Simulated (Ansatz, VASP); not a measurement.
AlN: VASP beside Ansatz

The input POSCAR:

```
AlN
1.0
    0.0000000000      2.0475490888      2.0475490888
    2.0475490888      0.0000000000      2.0475490888
    2.0475490888      2.0475490888      0.0000000000
Al N
1 1
Direct
    0.0000000000      0.0000000000      0.0000000000
    0.5000000000      0.5000000000      0.5000000000
```

File INCAR.step1:

```
PREC = Accurate
ENCUT = 520
ISMEAR = 0
SIGMA = 0.05
LREAL = F
LASPH = T
NELM = 80
NBANDS = 11
GGA = PE
ALGO = Normal
EDIFF = 1E-4
LWAVE = T
LCHARG = F
```

File INCAR.step2:

```
PREC = Accurate
ENCUT = 520
EDIFF = 1E-7
ISMEAR = 0
SIGMA = 0.05
LREAL = F
LASPH = T
NELM = 80
ALGO = Normal
ISIF = 2
LWAVE = F
LCHARG = T
METAGGA = R2SCAN
LMIXTAU = T
IVDW = 13
VDW_S6 = 1.0
VDW_S8 = 0.6018749
VDW_A1 = 0.51559235
VDW_A2 = 5.77342911
LELF = T
LVHAR = T
NBANDS = 11
ISTART = 1
```

Contents of KPOINTS:

```
Automatic mesh
0
Gamma
  10 10 10
```

Input for Ansatz:

```yaml
crystal:
  lattice:
    - [0.0, 2.0475490888, 2.0475490888]
    - [2.0475490888, 0.0, 2.0475490888]
    - [2.0475490888, 2.0475490888, 0.0]
  atoms:
    - { symbol: Al, position: [0.0, 0.0, 0.0] }
    - { symbol: "N", position: [0.5, 0.5, 0.5] }
basis:
  ecutwfc: 500
  ecutrho_ratio: 4
kpoints:
  mp_grid: { grid: [10, 10, 10] }
hamiltonian:
  xc: r2scan
  dispersion: d4
scf:
  occupations: { method: gaussian, width: 0.05 }
output:
  forces: true
  stress: true
  eigenvalues: true
```

Alike in both runs: task single point; functional r2SCAN; dispersion D4; k mesh 10 × 10 × 10; occupations gaussian, width 0.05 eV; no spin polarisation.

```csv
,VASP,Ansatz
version,VASP 6.6.1,Ansatz 0.2.0
potentials or method,"VASP PAW PBE potentials, release 64 (Al, N), cutoff 520 eV","scalar-relativistic, plane waves, PAW"
valence electrons in the cell,8,8
```

|  | VASP | Ansatz | Ansatz less VASP |
| --- | --- | --- | --- |
| gap on the k mesh at the Fermi level (eV) | 5.10 | 5.10 | -0.004 |
| least direct gap on the mesh (eV) | 5.95 | 5.91 | -0.045 |
| pressure (GPa) | -13.8 | -13.0 | +0.78 |

VASP's potentials were made for PBE, not for r2SCAN.
